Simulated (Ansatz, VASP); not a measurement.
# Ti in VASP and in Ansatz

File INCAR:

```
  PREC = Accurate
  ENCUT = 600
  EDIFF = 1E-6
  ISMEAR = -1
  SIGMA = 0.05
  LREAL = F
  LASPH = T
  NELM = 60
  ALGO = Normal
  ISIF = 3
  LWAVE = F
  LCHARG = F
  GGA = B5
  ALDAX = 1.0
  AGGAX = 1.0
  AGGAC = 1.0
  ALDAC = 0.0
  IBRION = 2
  NSW = 80
  EDIFFG = -0.005
```

The input KPOINTS:

```
regular mesh
0
Gamma
  7 7 9
```

POSCAR

```
Ti
1.0
    4.5673748306      0.0000000000      0.0000000000
   -2.2836874153      3.9554626319      0.0000000000
    0.0000000000      0.0000000000      2.8262442700
Ti
3
Direct
    0.6666666667      0.3333333333      0.5000000000
    0.3333333333      0.6666666667      0.5000000000
    0.0000000000      0.0000000000      0.0000000000
```

File input.yaml:

```yaml
crystal:
  lattice:
    - [4.5673748306, 0.0, 0.0]
    - [-2.2836874153, 3.9554626319, 0.0]
    - [0.0, 0.0, 2.82624427]
  atoms:
    - { symbol: Ti, position: [0.6666666667, 0.3333333333, 0.5] }
    - { symbol: Ti, position: [0.3333333333, 0.6666666667, 0.5] }
    - { symbol: Ti, position: [0.0, 0.0, 0.0] }
kpoints:
  mp_grid: { grid: [7, 7, 9] }
scf:
  occupations: { method: fermi_dirac, width: 0.05 }
hamiltonian:
  xc: blyp
  pseudopotentials: { kind: all_electron, lapw: { basis_error: 0.002 } }
output:
  forces: true
  stress: true
relax:
  f_tol: 0.005
  max_steps: 60
  cell: {}
```

Alike in both runs: task relaxation of cell and atoms; functional BLYP; k mesh 7 × 7 × 9; occupations fermi-dirac, width 0.05 eV; no spin polarisation.

```csv
,VASP,Ansatz
version,VASP 6.6.1,Ansatz 0.2.0
potentials or method,"VASP PAW PBE potentials, release 64 (Ti_sv), cutoff 600 eV","all-electron LAPW, scalar-relativistic"
```

```tsv
	VASP	Ansatz	Ansatz less VASP
relaxed volume (Å³/atom)	17.55	17.54	-0.003
relaxed length of the cell vector where the two differ most in proportion (Å)	2.857	2.856	-0.0002
```

VASP's potentials were made for PBE, not for BLYP. Ansatz ran all-electron here, and VASP with PAW potentials.
